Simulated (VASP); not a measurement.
Write the native input for VASP 6.6.1 that does the following.

```
Task                   : single point
Functional             : PBE
Dispersion             : D3(BJ)
Potentials or basis    : VASP PAW PBE potentials, release 64 (C)
Cutoff                 : 520 eV
k mesh                 : 18 × 12 × 10
Occupations            : gaussian, width 0.15 eV
Spin                   : no spin polarisation
Dipole correction      : no
Further INCAR settings : ALGO = Normal; EDIFF = 1e-06; NBANDS = 16
```

The structure of C lies in POSCAR:

```
C
1.0
   -2.4646600698      0.0000000000      0.0000000000
    0.0000000000      0.0000000000     -3.5719696368
    0.0000000000     -4.2689164642      0.0000000000
C
4
Direct
    0.5000000000      0.0000000000      0.1891548088
    0.0000000000      0.0000000000      0.6666666667
    0.0000000000      0.0000000000      0.3108451912
    0.5000000000      0.0000000000      0.8333333333
```

This cell differs from its parent crystal: atoms displaced along several vibrational modes.

These files were run (other wordings do the same):

INCAR

```
SYSTEM = C
PREC = Accurate ; ENCUT = 520
EDIFF = 1E-6 ; ISMEAR = 0
SIGMA = 0.15 ; LREAL = .FALSE.
LASPH = .TRUE. ; NELM = 60
ALGO = Normal ; ISIF = 2
LWAVE = .FALSE. ; LCHARG = .FALSE.
GGA = PE ; IVDW = 12
NBANDS = 16
```

KPOINTS

```
Automatic mesh
0
G
  18 12 10
  0 0 0
```

Potentials or basis: VASP PAW PBE potentials, release 64 (C).

The run is started by

```bash
$ cat potpaw_PBE.64/C/POTCAR > POTCAR
$ mpirun -np 1 vasp_std > vasp.out
```

It gave:

The pressure is 5.3 GPa, the largest force is 8.273 eV/Å and the band gap on the k mesh is zero (bands 8 and 9 overlap by 0.25 eV). The dispersion energy per atom is -0.144 eV.

Caveat: the cell differs from its parent crystal (atoms displaced along several vibrational modes); the stress differs along the axes, from -4 to 19 GPa; forces of over 1 eV/Å act on the atoms, so gaps and moduli don't describe the material at rest.

It took 3.9 min on 1 thread of Intel Xeon 8259CL, with other jobs on the host, peak memory 0.29 GiB.
